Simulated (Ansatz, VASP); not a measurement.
# One calculation of ZnS, two programs

```
CELL_PARAMETERS angstrom
0.00000 2.72156 2.76239
2.72156 0.00000 2.76239
2.72156 2.72156 0.00000
ATOMIC_POSITIONS crystal
Zn 0.00000 0.00000 0.00000
S 0.75000 0.75000 0.75000
```

Change from the starting cell: strain +0.000 along x and y, +0.015 along z, atoms carried along.

Alike in both runs: task single point; functional PBE; k mesh 8 × 8 × 8; occupations gaussian, width 0.05 eV; no spin polarisation.

```csv
,VASP,Ansatz
version,VASP 6.6.1,Ansatz 0.2.0
potentials or method,"VASP PAW PBE potentials, release 64 (Zn, S), cutoff 520 eV","scalar-relativistic, plane waves, PAW"
valence electrons in the cell,18,18
```

```csv
,VASP,Ansatz,Ansatz less VASP
gap on the k mesh at the Fermi level (eV),1.94,1.93,-0.003
least direct gap on the mesh (eV),1.94,1.93,-0.003
pressure (GPa),-0.8,-1.0,-0.14
"traceless stress, the component that is largest in VASP (GPa)",-0.42,-0.42,-0.005
```
